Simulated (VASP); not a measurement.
# Ru (P6_3/mmc) in VASP: settings compared

Ru is run at these levels: RPBE+D4, LDA; tasks: relaxation of cell and atoms, single point.

All numbers are computed with VASP 6.6.1; they aren't measurements. Logs are shortened: lines on timing, memory, paths and dates and some standing lists are left out, and cuts for length are marked.

### Step 1. The cell of the first run

It takes space group P6_3/mmc (No. 194, hexagonal). Conventional cell: a = 2.706 Å, b = 2.706 Å, c = 4.282 Å, α = 90.00°, β = 90.00°, γ = 120.00°. Within 3.5 Å of Ru (site symmetry -6m2) lie 12 Ru at 2.65 to 2.71 Å.

### Step 2. Relaxation of cell and atoms, RPBE+D4

The input, INCAR:

```
SYSTEM = Ru
ALGO = Normal ; EDIFF = 1E-6
EDIFFG = -0.02 ; ENCUT = 600
GGA = RP ; IBRION = 2
ISIF = 3 ; ISMEAR = -1
IVDW = 13 ; LASPH = .TRUE.
LCHARG = .FALSE. ; LREAL = .FALSE.
LWAVE = .FALSE. ; NELM = 60
NSW = 80 ; PREC = Accurate
SIGMA = 0.05
```

The input, KPOINTS:

```
k-points
0
G
  11 11 6
  0 0 0
```

The input, POSCAR:

```
Ru
1.0
    2.7058000000      0.0000000000      0.0000000000
   -1.3529000000      2.3432915376      0.0000000000
    0.0000000000      0.0000000000      4.2819000000
Ru
2
Direct
    0.6666666667      0.3333333333      0.7500000000
    0.3333333333      0.6666666667      0.2500000000
```

Potentials or basis: VASP PAW PBE potentials, release 64 (Ru_pv).

The run is started by

```sh
$ cat potpaw_PBE.64/Ru_pv/POTCAR > POTCAR
$ mpirun -np 1 vasp_std > vasp.out
```

OUTCAR:

```text
SYSTEM = Ru
   EDIFF = 1E-6
   EDIFFG = -0.02
   ENCUT = 600
   GGA = RP
   IBRION = 2
   ISIF = 3
   ISMEAR = -1
   IVDW = 13
   LASPH = .TRUE.
   LREAL = .FALSE.
   NELM = 60
   NSW = 80
   PREC = Accurate

 ion  position               nearest neighbor table
   1  0.667  0.333  0.750-   2 2.65   2 2.65   2 2.65   2 2.65   2 2.65   2 2.65
   2  0.333  0.667  0.250-   1 2.65   1 2.65   1 2.65   1 2.65   1 2.65   1 2.65

  LATTYP: Found a hexagonal cell.
 ALAT       =     2.7058000000
 C/A-ratio  =     1.5824894671

  Lattice vectors:

 A1 = (   2.7058000000,   0.0000000000,   0.0000000000)
 A2 = (  -1.3529000000,   2.3432915376,   0.0000000000)
 A3 = (   0.0000000000,   0.0000000000,   4.2819000000)

Analysis of symmetry for initial positions (statically):
=====================================================================
 Subroutine PRICEL returns:
 Original cell was already a primitive cell.

 Routine SETGRP: Setting up the symmetry group for a
 hexagonal supercell.

 Subroutine GETGRP returns: Found 24 space group operations
 (whereof 12 operations were pure point group operations)
 out of a pool of 24 trial point group operations.

The static configuration has the point symmetry D_3d.
 The point group associated with its full space group is D_6h.

Analysis of symmetry for dynamics (positions and initial velocities):
=====================================================================
 Subroutine PRICEL returns:
 Original cell was already a primitive cell.

 Routine SETGRP: Setting up the symmetry group for a
 hexagonal supercell.

 Subroutine GETGRP returns: Found 24 space group operations
 (whereof 12 operations were pure point group operations)
 out of a pool of 24 trial point group operations.

The dynamic configuration has the point symmetry D_3d.
 The point group associated with its full space group is D_6h.

 Subroutine INISYM returns: Found 24 space group operations
 (whereof 12 operations are pure point group operations),
 and found     1 'primitive' translations

----------------------------------------------------------------------------------------

                                     Primitive cell

  volume of cell :      27.1493

  direct lattice vectors                    reciprocal lattice vectors
     2.705800000  0.000000000  0.000000000     0.369576465  0.213375072  0.000000000
    -1.352900000  2.343291538  0.000000000     0.000000000  0.426750144  0.000000000
     0.000000000  0.000000000  4.281900000     0.000000000  0.000000000  0.233541185

  length of vectors
     2.705800000  2.705800000  4.281900000     0.426750144  0.426750144  0.233541185

  position of ions in fractional coordinates (direct lattice)
     0.666666667  0.333333333  0.750000000
     0.333333333  0.666666667  0.250000000

  ion indices of the primitive-cell ions
   primitive index   ion index
                 1           1
                 2           2

----------------------------------------------------------------------------------------

 KPOINTS: k-points

Automatic generation of k-mesh.
 Grid dimensions read from file:
 generate k-points for:   11   11    6

 Generating k-lattice:

  Cartesian coordinates                     Fractional coordinates (reciprocal lattice)
     0.033597860  0.019397734  0.000000000     0.090909091  0.000000000  0.000000000
     0.000000000  0.038795468  0.000000000     0.000000000  0.090909091  0.000000000
     0.000000000  0.000000000  0.038923531     0.000000000  0.000000000  0.166666667

  Length of vectors
     0.038795468  0.038795468  0.038923531

  Shift w.r.t. Gamma in fractional coordinates (k-lattice)
     0.000000000  0.000000000  0.000000000

 Subroutine IBZKPT returns following result:
 ===========================================

 Found     64 irreducible k-points:

 Following reciprocal coordinates:
            Coordinates               Weight
  0.000000  0.000000  0.000000      1.000000
  0.090909  0.000000  0.000000      6.000000
  0.181818  0.000000  0.000000      6.000000
  0.272727  0.000000  0.000000      6.000000
  0.363636  0.000000  0.000000      6.000000
  0.454545  0.000000  0.000000      6.000000
[... 16 lines left out ...]
  0.090909  0.090909  0.166667     12.000000
  0.181818  0.090909  0.166667     24.000000
 [... further k-points ...]
   k-points           NKPTS =     64   k-points in BZ     NKDIM =     64   number of bands    NBANDS=     18
   number of dos      NEDOS =    301   number of ions     NIONS =      2
   total plane-waves  NPLWV =  20736
   dimension x,y,z NGX =    24 NGY =   24 NGZ =   36
   dimension x,y,z NGXF=    48 NGYF=   48 NGZF=   72
   ions per type =               2
   NGX,Y,Z   is equivalent  to a cutoff of  14.75, 14.75, 13.98 a.u.
   NGXF,Y,Z  is equivalent  to a cutoff of  29.49, 29.49, 27.95 a.u.
 SYSTEM =  Ru
   PREC   = accura    normal or accurate (medium, high low for compatibility)
   ISTART =      0    job   : 0-new  1-cont  2-samecut
   ICHARG =      2    charge: 1-file 2-atom 10-const
   ISPIN  =      1    spin polarized calculation?
   LNONCOLLINEAR =      F non collinear calculations
   LSORBIT =      F    spin-orbit coupling
   LASPH  =      T    aspherical Exc in radial PAW
   ENCUT  =  600.0 eV  44.10 Ry    6.64 a.u.   5.40  5.40  8.55*2*pi/ulx,y,z
   NELM   =     60;   NELMIN=  2; NELMDL= -5     # of ELM steps
   EDIFF  = 0.1E-05   stopping-criterion for ELM
   LREAL  =      F    real-space projection
   EDIFFG = -.2E-01   stopping-criterion for IOM
   NSW    =     80    number of steps for IOM
   IBRION =      2    ionic relax: 0-MD 1-quasi-New 2-CG
   NFREE  =      1    steps in history (QN), initial steepest desc. (CG)
   ISIF   =      3    stress and relaxation
   ISYM   =      2    0-nonsym 1-usesym 2-fastsym
   POTIM  = 0.5000    time-step for ionic-motion
   TEBEG  =    0.0;   TEEND  =   0.0 temperature during run
   PSTRESS=    0.0 pullay stress
   NELECT =      28.0000    total number of electrons
   NUPDOWN=      -1.0000    fix difference up-down
   EMIN   =  10.00;   EMAX   =-10.00  energy-range for DOS
   EFERMI =   0.00;   METHOD = LEGACY
   ISMEAR =    -1;   SIGMA  =   0.05  broadening in eV -4-tet -1-fermi 0-gaus
   EFERMI_NEDOS =   21; number of points for ismear=-14 and -15
   IALGO  =     38    algorithm
   IMIX   =      4    mixing-type and parameters
     AMIX     =   0.40;   BMIX     =  1.00
     AMIX_MAG =   1.60;   BMIX_MAG =  1.00
  volume/ion in A,a.u.               =      13.57        91.61
  Fermi-wavevector in a.u.,A,eV,Ry     =   1.654022  3.125649 37.222674  2.735789
  Thomas-Fermi vector in A             =   2.742361
   LORBIT       =      0    0 simple, 1 ext, 2 COOP (PROOUT), +10 PAW based schemes
   GGA     = RP    functional components
   LHFCALC =     F    Hartree Fock is set to
   AEXX    =    0.0000 exact exchange contribution
   IVDW    =    13    specifies the selected vdW correction
   LEPSILON=     F    determine dielectric tensor
   LRPA    =     F    only Hartree local field effects (RPA)
 conjugate gradient relaxation of ions
 non-spin polarized calculation
  energy-cutoff  :      600.00
  volume of cell :       27.15
 maximum number of plane-waves:       935
 NGX is ok and might be reduce to    24
   NGX = 11   NGY = 11   NGZ = 17

--------------------------------------- Ionic step        1  -------------------------------------------

 number of electron      28.0000002 magnetization

 Free energy of the ion-electron system (eV)
  ---------------------------------------------------
  ext. energy  EPLUGINS =         0.00000000
  ---------------------------------------------------
  free energy    TOTEN  =       -17.15136542 eV

  energy without entropy =      -17.13459043  energy(sigma->0) =      -17.14297793

------------------------ aborting loop because EDIFF is reached ----------------------------------------

  DFT-D4 for vdW energy calculation

  Edisp (eV):   -1.98699

  FORCE on cell =-STRESS in cart. coord.  units (eV):
  Direction    XX          YY          ZZ          XY          YZ          ZX
  --------------------------------------------------------------------------------------
  -------------------------------------------------------------------------------------
  Total      -0.38737    -0.38737    -0.37352    -0.00000    -0.00000     0.00000
  in kB     -22.86015   -22.86015   -22.04260    -0.00000    -0.00000     0.00000
  external pressure =      -22.59 kB  Pullay stress =        0.00 kB
[... 61 lines left out ...]
  energy  without entropy=      -19.1115846942  energy(sigma->0) =      -19.11961940

--------------------------------------- Ionic step        3  -------------------------------------------

 number of electron      28.0000000 magnetization

 Free energy of the ion-electron system (eV)
  ---------------------------------------------------
  ext. energy  EPLUGINS =         0.00000000
  ---------------------------------------------------
  free energy    TOTEN  =       -17.13931919 eV

  energy without entropy =      -17.12272218  energy(sigma->0) =      -17.13102068

 E-fermi :  12.9804     XC(G=0): -14.0909

 val. band max:       12.9598529764   @ k =   0.2727   0.0000   0.0000
 cond. band min:      12.9954180687   @ k =   0.2727   0.1818   0.1667
 fundamental gap:      0.0355650923
 Fermi energy:        12.9803519643

 k-point     1 :       0.0000    0.0000    0.0000
  band No.  band energies     occupation
      1     -30.6325      2.00000
      2     -29.6791      2.00000
      3     -29.6791      2.00000
      4     -29.5054      2.00000
      5     -29.5054      2.00000
      6     -29.4632      2.00000
[... 10 lines left out ...]
     17      14.2388      0.00000
     18      14.3604      0.00000
[... 466 lines left out ...]
      2     -29.9815      2.00000
      3     -29.9321      2.00000
      4     -29.7731      2.00000
      5     -29.5996      2.00000
      6     -29.5653      2.00000
[... 10 lines left out ...]
     17      14.5639      0.00000
     18      18.7397      0.00000

 [... further k-points ...]

------------------------ aborting loop because EDIFF is reached ----------------------------------------

  DFT-D4 for vdW energy calculation

  Edisp (eV):   -2.00043

  FORCE on cell =-STRESS in cart. coord.  units (eV):
  Direction    XX          YY          ZZ          XY          YZ          ZX
  --------------------------------------------------------------------------------------
  -------------------------------------------------------------------------------------
  Total      -0.01437    -0.01437     0.01849    -0.00000    -0.00000     0.00000
  in kB      -0.85375    -0.85375     1.09897    -0.00000    -0.00000     0.00000
  external pressure =       -0.20 kB  Pullay stress =        0.00 kB
[... 17 lines left out ...]
  FREE ENERGIE OF THE ION-ELECTRON SYSTEM (eV)
  ---------------------------------------------------
  free  energy   TOTEN  =       -19.1397498790 eV

  energy  without entropy=      -19.1231528735  energy(sigma->0) =      -19.13145138

 reached required accuracy - stopping structural energy minimisation
```

It took 27 s on 1 thread of Intel Xeon 6975P-C (Granite Rapids), shared host; peak memory 0.18 GiB.

Results:

- Free energy: -19.1397 eV
- Relaxed volume: 13.48 Å³/atom
- Relaxed cell: a = 2.699 Å, b = 2.699 Å, c = 4.272 Å, α = 90.00°, β = 90.00°, γ = 120.00°
- Space group after relaxing (to 0.1 Å): P6_3/mmc (No. 194)
- Energy gained by relaxing: 0.7 meV/atom
- Ionic steps: 3
- Pressure after relaxing: 0.0 GPa
- Band gap on the k mesh: zero (bands 14 and 15 overlap by 3.09 eV)
- Dispersion energy per atom: -1.000 eV

Stress tensor (GPa, compression positive):
```
-0.09  0.00  0.00
 0.00 -0.09  0.00
 0.00  0.00  0.11
```

The path:
```
step  energy change (eV)  largest force (eV/Å)  pressure (GPa)  volume (Å³)
   1              0.0000                0.0000           -2.26        27.15
   2              0.0107                0.0000            7.18        26.40
   3             -0.0014                0.0000           -0.02        26.96
```

Final structure:
```
Ru
1.0
     2.69937    0.00000    0.00000
    -1.34969    2.33773    0.00000
     0.00000    0.00000    4.27209
Ru
2
Direct
  0.66667 0.33333 0.75000
  0.33333 0.66667 0.25000
```

Levels at points of the mesh, in eV from the Fermi level:
```tsv
k point	band 12	band 13	band 14	band 15	band 16	band 17
(0.00, 0.00, 0.00)	-1.86	-1.86	-1.33	-1.33	1.26	1.26
(0.00, 0.00, 0.50)	-2.72	-2.66	-2.66	0.62	0.62	0.62
```

Caveat: the PAW data sets were made with another functional, which shifts forces and pressure a little.

### Step 3. Single point, LDA, non-collinear spin, zero start, spin-orbit coupling

This run uses another cell than the first one, of 12.76 Å³/atom.

The input, INCAR:

```
ALGO = Fast ; EDIFF = 1E-6
ENCUT = 520 ; GGA_COMPAT = False
ISIF = 2 ; ISMEAR = -1
LASPH = True ; LCHARG = True
LMAXMIX = 4 ; LORBIT = 11
LORBMOM = True ; LREAL = False
LSORBIT = True ; LVHAR = True
LWAVE = False ; MAGMOM = 0 0 0 0 0 0
NBANDS = 40 ; NELM = 150
PREC = Accurate ; SIGMA = 0.05
```

The input, KPOINTS:

```
k-points
0
Gamma
  11 11 6
```

The input, POSCAR:

```
Ru
1.0
    2.6505640930      0.0000000000      0.0000000000
   -1.3252820465      2.2954558389      0.0000000000
    0.0000000000      0.0000000000      4.1944897589
Ru
2
Direct
    0.6666666667      0.3333333333      0.7500000000
    0.3333333333      0.6666666667      0.2500000000
```

Potentials or basis: VASP PAW LDA potentials, release 64 (Ru_pv).

The run is started by

```sh
$ cat potpaw_LDA.64/Ru_pv/POTCAR > POTCAR
$ mpirun -np 1 vasp_ncl > vasp.out
```

It took 52 s on 1 thread of Intel Xeon 6975P-C (Granite Rapids), shared host; peak memory 0.22 GiB.

The run converged. Its results:

```yaml
Free_energy: -21.6333 eV
Pressure: 11.3 GPa
Net_moment: 0.00 μB per cell
Valence_electrons_inside_the_program's_atomic_spheres: Ru 12.82
```

Stress tensor (GPa, compression positive):
```
11.05  0.00  0.00
 0.00 11.05  0.00
 0.00  0.00 11.79
```

Moments on the atoms (μB; x, y, z):
```
Ru  0.00 0.00 0.00
Ru  0.00 0.00 0.00
```

Caveat: the cell stands under pressure.

### Step 4. Single point, LDA, non-collinear spin, zero start, spin-orbit coupling

This run uses another cell than the first one, of 13.03 Å³/atom.

The input, INCAR:

```
ALGO = Fast
EDIFF = 1E-6
ENCUT = 520
GGA_COMPAT = F
ISIF = 2
ISMEAR = -1
LASPH = T
LCHARG = F
LMAXMIX = 4
LORBIT = 11
LORBMOM = T
LREAL = F
LSORBIT = T
LWAVE = F
MAGMOM = 0 0 0 0 0 0
NBANDS = 40
NELM = 150
PREC = Accurate
SIGMA = 0.05
```

KPOINTS is that of step 3.

The input, POSCAR:

```
Ru
1.0
    2.6692306523      0.0000000000      0.0000000000
   -1.3346153261      2.3116215535      0.0000000000
    0.0000000000      0.0000000000      4.2240293924
Ru
2
Direct
    0.6666666667      0.3333333333      0.7500000000
    0.3333333333      0.6666666667      0.2500000000
```

Potentials or basis: VASP PAW LDA potentials, release 64 (Ru_pv).

The run is started by

```sh
$ cat potpaw_LDA.64/Ru_pv/POTCAR > POTCAR
$ mpirun -np 1 vasp_ncl > vasp.out
```

OUTCAR:

```text
EDIFF = 1E-6
   ENCUT = 520
   ISIF = 2
   ISMEAR = -1
   LASPH = T
   LORBIT = 11
   LREAL = F
   LSORBIT = T
   NELM = 150
   PREC = Accurate

 ion  position               nearest neighbor table
   1  0.667  0.333  0.750-   2 2.61   2 2.61   2 2.61   2 2.61   2 2.61   2 2.61
   2  0.333  0.667  0.250-   1 2.61   1 2.61   1 2.61   1 2.61   1 2.61   1 2.61

  LATTYP: Found a hexagonal cell.
 ALAT       =     2.6692306523
 C/A-ratio  =     1.5824894671

  Lattice vectors:

 A1 = (   2.6692306523,   0.0000000000,   0.0000000000)
 A2 = (  -1.3346153261,   2.3116215535,   0.0000000000)
 A3 = (   0.0000000000,   0.0000000000,   4.2240293924)

Analysis of symmetry for initial positions (statically):
=====================================================================
 Subroutine PRICEL returns:
 Original cell was already a primitive cell.

 Routine SETGRP: Setting up the symmetry group for a
 hexagonal supercell.

 Subroutine GETGRP returns: Found 24 space group operations
 (whereof 12 operations were pure point group operations)
 out of a pool of 24 trial point group operations.
[... 1301 lines left out ...]
     0.0000000     0.0000000     0.0000000     0.0000000     0.0000000     0.0000000     0.0000000
     0.0000000     0.0000000     0.0000000     0.0000000     0.0000000     0.0000000     0.0000000
     0.0000000     0.0000000     0.0000000     0.0000000     0.0000000     0.0000000     0.0000000
     0.0000000     0.0000000     0.0000000     0.0000000     0.0000000     0.0000000     0.0000000
     0.0000000     0.0000000     0.0000000     0.0000000     0.0000000     0.0000000     0.0000000
     0.0000000     0.0000000     0.0000000     0.0000000     0.0000000     0.0000000     0.0000000

 Ion:    2  E_soc:     -0.2716227
 l=   1
     0.0000000    -0.0377264    -0.0377683
    -0.0377264     0.0000000    -0.0377264
    -0.0377683    -0.0377264     0.0000000
 l=   2
     0.0000000    -0.0015322     0.0000000    -0.0015322    -0.0061199
    -0.0015322     0.0000000    -0.0043871    -0.0015673    -0.0015322
     0.0000000    -0.0043871     0.0000000    -0.0043871     0.0000000
    -0.0015322    -0.0015673    -0.0043871     0.0000000    -0.0015322
    -0.0061199    -0.0015322     0.0000000    -0.0015322     0.0000000
 l=   3
     0.0000000     0.0000000     0.0000000     0.0000000     0.0000000     0.0000000     0.0000000
     0.0000000     0.0000000     0.0000000     0.0000000     0.0000000     0.0000000     0.0000000
     0.0000000     0.0000000     0.0000000     0.0000000     0.0000000     0.0000000     0.0000000
     0.0000000     0.0000000     0.0000000     0.0000000     0.0000000     0.0000000     0.0000000
     0.0000000     0.0000000     0.0000000     0.0000000     0.0000000     0.0000000     0.0000000
     0.0000000     0.0000000     0.0000000     0.0000000     0.0000000     0.0000000     0.0000000
     0.0000000     0.0000000     0.0000000     0.0000000     0.0000000     0.0000000     0.0000000

 total charge

# of ion       s       p       d       tot
------------------------------------------
    1        0.423   6.344   6.000  12.767
    2        0.423   6.344   6.000  12.767
--------------------------------------------------
tot          0.847  12.688  12.000  25.535

 magnetization (x)

# of ion       s       p       d       tot
------------------------------------------
    1       -0.000   0.000   0.000  -0.000
    2        0.000   0.000   0.000   0.000
--------------------------------------------------
tot          0.000   0.000   0.000   0.000

 magnetization (y)

# of ion       s       p       d       tot
------------------------------------------
    1        0.000   0.000   0.000   0.000
    2        0.000  -0.000   0.000   0.000
--------------------------------------------------
tot          0.000  -0.000   0.000   0.000

 magnetization (z)

# of ion       s       p       d       tot
------------------------------------------
    1        0.000   0.000   0.000   0.000
    2        0.000   0.000   0.000   0.000
--------------------------------------------------
tot          0.000   0.000   0.000   0.000
```

Run time: 58 s. Hardware: 1 thread of Intel Xeon 6975P-C (Granite Rapids), shared host; peak memory 0.22 GiB.

What came out:

| Item | Value |
| --- | --- |
| Free energy | -21.6574 eV |
| Pressure | 2.9 GPa |
| Net moment | 0.00 μB per cell |
| Valence electrons inside the program's atomic spheres | Ru 12.77 |

Stress tensor (GPa, compression positive):
```
2.84 0.00 0.00
0.00 2.84 0.00
0.00 0.00 3.02
```

Moments on the atoms (μB; x, y, z):
```
Ru  0.00 0.00 0.00
Ru  0.00 0.00 0.00
```

(Part 1 of 2 ends here.)
